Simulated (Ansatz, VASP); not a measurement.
# One calculation of SnO2, two programs

```xyz
3
Lattice="1.6310 0.9417 4.9616 -1.6310 0.9417 4.9616 0.0000 -1.8833 4.9616" Properties=species:S:1:pos:R:3 pbc="T T T"
Sn    0.0000    0.0000    7.4424
O     0.0000    0.0000    3.6677
O     0.0000    0.0000   11.2172
```

Alike in both runs: task single point; functional PBE; k mesh 12 × 12 × 12; occupations gaussian, width 0.05 eV; no spin polarisation.

|  | VASP | Ansatz |
| --- | --- | --- |
| version | VASP 6.6.1 | Ansatz 0.2.0 |
| potentials or method | VASP PAW PBE potentials, release 64 (Sn_d, O), cutoff 520 eV | scalar-relativistic, plane waves, PAW |
| valence electrons in the cell | 26 | 26 |

Ansatz gave:

| Quantity | Value |
| --- | --- |
| gap on the k mesh at the Fermi level (eV) | 1.47 |
| least direct gap on the mesh (eV) | 1.47 |
| pressure (GPa) | -13.1 |
| traceless stress, the component that is largest in VASP (GPa) | -4.43 |
| rms of the force components (eV/Å) | 1.046 |

What did VASP give for the same quantities?

gap on the k mesh at the Fermi level (eV): 1.45; least direct gap on the mesh (eV): 1.45; pressure (GPa): -12.7; traceless stress, the component that is largest in VASP (GPa): -4.60; rms of the force components (eV/Å): 1.021.

Atom by atom the forces differ by 0.025 eV/Å (rms over components).
